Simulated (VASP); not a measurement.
# Al4N5 in VASP: a series of runs

The runs below take Al4N5 through single point, with PBE.

Everything below comes from runs of VASP 6.6.1. Logs are shortened: lines on timing, memory, paths and dates and some standing lists are left out, and cuts for length are marked.

## Step 1: The cell of the first run

The cell holds a slab with vacuum, 9 atoms: a = 3.130 Å, b = 5.017 Å, c = 19.062 Å, α = 90.00°, β = 90.00°, γ = 90.00°.

## Step 2: Single point, PBE, collinear spin

INCAR reads:

```
SYSTEM = Al4N5
  PREC = Accurate
  ENCUT = 520
  EDIFF = 1E-6
  ISMEAR = 0
  SIGMA = 0.05
  LREAL = .False.
  LASPH = .True.
  NELM = 200
  ALGO = Normal
  ISIF = 2
  LWAVE = .False.
  LCHARG = .False.
  ISPIN = 2
  MAGMOM = 0 0 0 0 0 0 0 0 3
  LORBIT = 11
  LDIPOL = .True.
  IDIPOL = 3
  DIPOL = 0.5 0.5 0.321
  GGA = PE
  NBANDS = 32
  GGA_COMPAT = .False.
  NELMDL = -8
```

KPOINTS reads:

```
Automatic mesh
0
Gamma
  9 6 1
  0 0 0
```

POSCAR reads:

```
Al4N5
1.0
    3.1297683445      0.0000000000      0.0000000000
    0.0000000000      5.0173032419      0.0000000000
    0.0000000000      0.0000000000     19.0620320396
Al N
4 5
Direct
    0.0000000000      0.9982714950      0.2098412169
    0.5000000000      0.4982714950      0.2572383830
    0.5000000000      0.9915197257      0.3577010219
    0.0000000000      0.4624332462      0.3868097530
    0.0000000000      0.6167285050      0.2098412169
    0.5000000000      0.1167285050      0.2572383830
    0.5000000000      0.6143669392      0.3564124135
    0.0000000000      0.1112303975      0.3967065014
    0.0000000000      0.9445637309      0.4579716270
```

Potentials or basis: VASP PAW PBE potentials, release 64 (Al, N).

Started as:

```
> cat potpaw_PBE.64/Al/POTCAR potpaw_PBE.64/N/POTCAR > POTCAR
> mpirun -np 1 vasp_std > vasp.out
```

OUTCAR:

```text
SYSTEM = Al4N5
   PREC = Accurate
   ENCUT = 520
   EDIFF = 1E-6
   ISMEAR = 0
   LREAL = .False.
   LASPH = .True.
   NELM = 200
   ISIF = 2
   ISPIN = 2
   LORBIT = 11
   GGA = PE
   NELMDL = -8

 ion  position               nearest neighbor table
   1  0.000  0.998  0.210-   6 1.90   6 1.90   5 1.91   2 3.09   2 3.09   2 3.09   2 3.09   3 3.22
                             3 3.22
   2  0.500  0.498  0.257-   5 1.90   5 1.90   6 1.91   7 1.98   4 2.93   4 2.93   1 3.09   1 3.09
                             1 3.09   1 3.09   3 3.13   3 3.18
   3  0.500  0.992  0.358-   8 1.83   8 1.83   7 1.89   6 2.02   9 2.48   9 2.48   4 2.89   4 2.89
                             2 3.13   4 3.13   4 3.13   2 3.18   1 3.22   1 3.22
   4  0.000  0.462  0.387-   8 1.77   7 1.83   7 1.83   3 2.89   3 2.89   2 2.93   2 2.93   3 3.13
                             3 3.13
   5  0.000  0.617  0.210-   2 1.90   2 1.90   1 1.91
   6  0.500  0.117  0.257-   1 1.90   1 1.90   2 1.91   3 2.02
   7  0.500  0.614  0.356-   4 1.83   4 1.83   3 1.89   2 1.98
   8  0.000  0.111  0.397-   9 1.44   4 1.77   3 1.83   3 1.83
   9  0.000  0.945  0.458-   8 1.44   3 2.48   3 2.48

  LATTYP: Found a simple orthorhombic cell.
 ALAT       =     3.1297683445
 B/A-ratio  =     1.6030909287
 C/A-ratio  =     6.0905568532

  Lattice vectors:

 A1 = (   3.1297683445,   0.0000000000,   0.0000000000)
 A2 = (   0.0000000000,   5.0173032419,   0.0000000000)
 A3 = (   0.0000000000,   0.0000000000,  19.0620320396)

Analysis of symmetry for initial positions (statically):
=====================================================================
 Subroutine PRICEL returns:
 Original cell was already a primitive cell.

 Routine SETGRP: Setting up the symmetry group for a
 simple orthorhombic supercell.

 Subroutine GETGRP returns: Found  2 space group operations
 (whereof  2 operations were pure point group operations)
 out of a pool of  8 trial point group operations.

The static configuration has the point symmetry C_1h.

Analysis of symmetry for dynamics (positions and initial velocities):
=====================================================================
 Subroutine PRICEL returns:
 Original cell was already a primitive cell.

 Routine SETGRP: Setting up the symmetry group for a
 simple orthorhombic supercell.

 Subroutine GETGRP returns: Found  2 space group operations
 (whereof  2 operations were pure point group operations)
 out of a pool of  8 trial point group operations.

The dynamic configuration has the point symmetry C_1h.

Analysis of structural, dynamic, and magnetic symmetry:
=====================================================================
 Subroutine PRICEL returns:
 Original cell was already a primitive cell.

 Routine SETGRP: Setting up the symmetry group for a
 simple orthorhombic supercell.

 Subroutine GETGRP returns: Found  2 space group operations
 (whereof  2 operations were pure point group operations)
 out of a pool of  8 trial point group operations.

The overall configuration has the point symmetry C_1h.

 Subroutine INISYM returns: Found  2 space group operations
 (whereof  2 operations are pure point group operations),
 and found     1 'primitive' translations

----------------------------------------------------------------------------------------

                                     Primitive cell

  volume of cell :     299.3310

  direct lattice vectors                    reciprocal lattice vectors
     3.129768344  0.000000000  0.000000000     0.319512465  0.000000000  0.000000000
     0.000000000  5.017303242  0.000000000     0.000000000  0.199310257  0.000000000
     0.000000000  0.000000000 19.062032040     0.000000000  0.000000000  0.052460304

  length of vectors
     3.129768344  5.017303242 19.062032040     0.319512465  0.199310257  0.052460304

  position of ions in fractional coordinates (direct lattice)
     0.000000000  0.998271495  0.209841217
     0.500000000  0.498271495  0.257238383
     0.500000000  0.991519726  0.357701022
     0.000000000  0.462433246  0.386809753
     0.000000000  0.616728505  0.209841217
     0.500000000  0.116728505  0.257238383
     0.500000000  0.614366939  0.356412414
     0.000000000  0.111230398  0.396706501
     0.000000000  0.944563731  0.457971627

  ion indices of the primitive-cell ions
[... 75 lines left out ...]
   ENCUT  =  520.0 eV  38.22 Ry    6.18 a.u.   5.82  9.33 35.44*2*pi/ulx,y,z
   NELM   =    200;   NELMIN=  2; NELMDL= -8     # of ELM steps
   EDIFF  = 0.1E-05   stopping-criterion for ELM
   LREAL  =      F    real-space projection
   EDIFFG = 0.1E-04   stopping-criterion for IOM
   NSW    =      0    number of steps for IOM
   IBRION =     -1    ionic relax: 0-MD 1-quasi-New 2-CG
   NFREE  =      0    steps in history (QN), initial steepest desc. (CG)
   ISIF   =      2    stress and relaxation
   ISYM   =      2    0-nonsym 1-usesym 2-fastsym
   POTIM  = 0.5000    time-step for ionic-motion
   TEBEG  =    0.0;   TEEND  =   0.0 temperature during run
   PSTRESS=    0.0 pullay stress
   NELECT =      37.0000    total number of electrons
   NUPDOWN=      -1.0000    fix difference up-down
   EMIN   =  10.00;   EMAX   =-10.00  energy-range for DOS
   EFERMI =   0.00;   METHOD = LEGACY
   ISMEAR =     0;   SIGMA  =   0.05  broadening in eV -4-tet -1-fermi 0-gaus
   EFERMI_NEDOS =   21; number of points for ismear=-14 and -15
   IALGO  =     38    algorithm
   IMIX   =      4    mixing-type and parameters
     AMIX     =   0.40;   BMIX     =  1.00
     AMIX_MAG =   1.60;   BMIX_MAG =  1.00
  volume/ion in A,a.u.               =      33.26       224.44
  Fermi-wavevector in a.u.,A,eV,Ry     =   0.815502  1.541075  9.048458  0.665043
  Thomas-Fermi vector in A             =   1.925601
   LORBIT       =     11    0 simple, 1 ext, 2 COOP (PROOUT), +10 PAW based schemes
   GGA     = PE    functional components
   LHFCALC =     F    Hartree Fock is set to
   AEXX    =    0.0000 exact exchange contribution
   IVDW    =     0    specifies the selected vdW correction
   LEPSILON=     F    determine dielectric tensor
   LRPA    =     F    only Hartree local field effects (RPA)
 spin polarized calculation
 Gauss-broadening in eV      SIGMA  =   0.05
  energy-cutoff  :      520.00
  volume of cell :      299.33
 maximum number of plane-waves:      8106
 NGX is ok and might be reduce to    24
   NGX = 11   NGY = 19   NGZ = 71

 dipolmoment           0.000000      0.000000     -0.012206 electrons x Angstroem

 number of electron      36.9999996 magnetization       1.0368277

 dipolmoment           0.000000      0.000000      0.129704 electrons x Angstroem

 Free energy of the ion-electron system (eV)
  ---------------------------------------------------
  ext. energy  EPLUGINS =         0.00000000
  ---------------------------------------------------
  free energy    TOTEN  =       -59.34387505 eV

  energy without entropy =      -59.33739155  energy(sigma->0) =      -59.34063330

 E-fermi :  -0.4905     XC(G=0):  -4.2449

 val. band max:       -0.4959276214   @ k =   0.4444   0.1667   0.0000
 cond. band min:      -0.4855826332   @ k =   0.0000   0.1667   0.0000
 fundamental gap:      0.0103449881
 Fermi energy:        -0.4905126381

 spin component 1

 k-point     1 :       0.0000    0.0000    0.0000
  band No.  band energies     occupation
      1     -20.8114      1.00000
      2     -17.4290      1.00000
      3     -16.5122      1.00000
      4     -14.4633      1.00000
      5     -13.6015      1.00000
      6      -9.1500      1.00000
[... 649 lines left out ...]
     29       6.3107      0.00000
     30       6.8509      0.00000
 Fermi energy:        -0.4905126381

 spin component 2

 k-point     1 :       0.0000    0.0000    0.0000
  band No.  band energies     occupation
      1     -20.4098      1.00000
      2     -17.3825      1.00000
      3     -16.5100      1.00000
      4     -14.4434      1.00000
      5     -12.9071      1.00000
      6      -8.9555      1.00000
[... 649 lines left out ...]
     29       6.3157      0.00000
     30       6.8683      0.00000
 [bands above 30 left out]

------------------------ aborting loop because EDIFF is reached ----------------------------------------

 vacuum level on the upper side and lower side of the slab       (xc-potential included)         0.724        -0.718

  FORCE on cell =-STRESS in cart. coord.  units (eV):
  Direction    XX          YY          ZZ          XY          YZ          ZX
  --------------------------------------------------------------------------------------
  -------------------------------------------------------------------------------------
  Total        4.2391515     -1.1239275     -1.5539435      0.0000000      0.7098163      0.0000000
  in kB       22.6901716     -6.0158521     -8.3175242      0.0000000      3.7993109      0.0000000
  external PRESSURE =       2.7855984 kB  Pullay stress =       0.0000000 kB

 VOLUME and BASIS-vectors are now :
 -----------------------------------------------------------------------------
  energy-cutoff  :      520.00
  volume of cell :      299.33
      direct lattice vectors                 reciprocal lattice vectors
     3.129768344  0.000000000  0.000000000     0.319512465  0.000000000  0.000000000
     0.000000000  5.017303242  0.000000000     0.000000000  0.199310257  0.000000000
     0.000000000  0.000000000 19.062032040     0.000000000  0.000000000  0.052460304

 POSITION                                       TOTAL-FORCE (eV/Angst)
 -----------------------------------------------------------------------------------
      0.00000      5.00863      4.00000         0.000000     -1.643018      1.415105
      1.56488      2.49998      4.90349         0.000000      1.016998     -2.413328
      1.56488      4.97476      6.81851         0.000000     -1.622184     -1.371914
      0.00000      2.32017      7.37338         0.000000      3.261184      1.083705
      0.00000      3.09431      4.00000         0.000000      0.567108      1.071194
      1.56488      0.58566      4.90349         0.000000      0.190375      0.209435
      1.56488      3.08247      6.79394         0.000000     -0.718066     -0.764619
      0.00000      0.55808      7.56203         0.000000     -0.148129      0.683435
      0.00000      4.73916      8.72987         0.000000     -0.904267      0.086988
 -----------------------------------------------------------------------------------
    total drift:                                0.000000     -0.000504     -0.000047

  FREE ENERGIE OF THE ION-ELECTRON SYSTEM (eV)
  ---------------------------------------------------
  free  energy   TOTEN  =       -59.3438750451 eV

  energy  without entropy=      -59.3373915508  energy(sigma->0) =      -59.34063330

 vacuum level on the upper side and lower side of the slab         4.804         3.347

 total charge

# of ion       s       p       d       tot
------------------------------------------
    1        0.385   0.364   0.000   0.749
    2        0.368   0.424   0.000   0.792
    3        0.366   0.433   0.000   0.799
    4        0.394   0.432   0.000   0.825
    5        1.237   2.480   0.000   3.717
    6        1.235   2.569   0.000   3.805
    7        1.234   2.630   0.000   3.864
    8        1.235   2.690   0.000   3.925
    9        1.318   2.204   0.000   3.522
--------------------------------------------------
tot          7.773  14.225   0.000  21.998

 magnetization (x)

# of ion       s       p       d       tot
------------------------------------------
    1       -0.009  -0.009   0.000  -0.018
    2       -0.000   0.000   0.000   0.000
    3        0.003   0.007   0.000   0.010
    4        0.001   0.005   0.000   0.006
    5       -0.002   0.003   0.000   0.001
    6       -0.004   0.002   0.000  -0.002
    7       -0.002   0.012   0.000   0.010
    8       -0.001   0.063   0.000   0.063
    9        0.021   0.681   0.000   0.702
--------------------------------------------------
tot          0.007   0.764   0.000   0.771
```

It took 11 min on 1 thread of Intel Xeon Platinum 8488C (Sapphire Rapids), shared host; peak memory 0.61 GiB.

What came out:

| Property | Result |
| --- | --- |
| Free energy | -59.3439 eV |
| Largest force | 3.437 eV/Å |
| Band gap on the k mesh | zero (filled and empty bands overlap) |
| Net moment | 1.04 μB per cell |
| Site moments | Al -0.02, +0.00, +0.01; N +0.00, -0.00, +0.01, +0.06, +0.70 μB |
| Valence electrons inside the program's atomic spheres | Al 0.75, 0.79, 0.80, 0.82; N 3.72, 3.81, 3.86, 3.92, 3.52 |

Forces in eV/Å, atoms in the order of the input:
```
Al   0.000 -1.643  1.415
Al   0.000  1.017 -2.413
Al   0.000 -1.622 -1.372
Al   0.000  3.261  1.084
N    0.000  0.567  1.071
N    0.000  0.190  0.209
N    0.000 -0.718 -0.765
N    0.000 -0.148  0.683
N    0.000 -0.904  0.087
```

## Step 3: Single point, PBE, collinear spin

INCAR reads:

```
PREC = Accurate ; ENCUT = 520
EDIFF = 1E-6 ; ISMEAR = 0
SIGMA = 0.05 ; LREAL = F
LASPH = T ; NELM = 200
ALGO = Normal ; ISIF = 2
LWAVE = F ; LCHARG = T
ISPIN = 2 ; MAGMOM = 0 0 0 0 0 0 0 0 3
LORBIT = 11 ; LDIPOL = T
IDIPOL = 3 ; DIPOL = 0.5 0.5 0.319
GGA = PE ; LELF = T
LVHAR = T ; LVACPOTAV = T
NBANDS = 32 ; GGA_COMPAT = F
NELMDL = -8
```

KPOINTS reads:

```
regular mesh
0
Gamma
  9 6 1
```

POSCAR: that of step 2 with these lines changed.

```diff
@@ -16,2 +16,2 @@
     0.0000000000      0.1112303975      0.3967065014
-    0.0000000000      0.9445637309      0.4579716270
+    0.5000000000      0.7778970642      0.4381827608
```

Potentials or basis: VASP PAW PBE potentials, release 64 (Al, N).

Started as:

```
> cat potpaw_PBE.64/Al/POTCAR potpaw_PBE.64/N/POTCAR > POTCAR
> mpirun -np 1 vasp_std > vasp.out
```

It took 11 min on 1 thread of Intel Xeon Platinum 8259CL at 2.50GHz (Skylake/Cascade Lake), shared host; peak memory 0.62 GiB.

It converged, with:

```
Free energy                                           : -57.8898 eV
Largest force                                         : 3.495 eV/Å
Band gap on the k mesh                                : zero (filled and empty bands overlap)
Net moment                                            : 1.00 μB per cell
Site moments                                          : Al +0.00, -0.00, +0.01; N +0.01, +0.00, +0.04, +0.18, +0.49 μB
Valence electrons inside the program's atomic spheres : Al 0.76, 0.78, 0.84, 0.82; N 3.72, 3.80, 3.85, 3.48
```

Forces on the atoms (eV/Å):
```
Al   0.000 -1.531  2.226
Al   0.000  0.668 -2.396
Al   0.000  1.320  0.175
Al   0.000  0.558  2.863
N    0.000  0.663  0.959
N    0.000  0.258 -1.155
N    0.000  0.196 -0.860
N    0.000  1.363 -1.846
N    0.000 -3.495  0.035
```

Levels at points of the mesh, in eV from the Fermi level:
Spin up:
| k point | band 17 | band 18 | band 19 | band 20 | band 21 | band 22 |
| --- | --- | --- | --- | --- | --- | --- |
| (0.00, 0.00, 0.00) | -1.39 | -1.07 | -0.34 | 0.35 | 1.87 | 3.11 |
| (0.00, 0.50, 0.00) | -1.65 | -0.36 | -0.19 | 0.66 | 1.63 | 4.13 |
Spin down:
```
           k point  band 15  band 16  band 17  band 18  band 19  band 20  band 21  band 22
(0.00, 0.00, 0.00)    -1.86    -1.63    -1.38    -0.57     0.45     1.15     2.17     3.18
(0.00, 0.50, 0.00)    -2.09    -1.65    -1.64     0.15     0.73     1.25     1.92     4.18
```
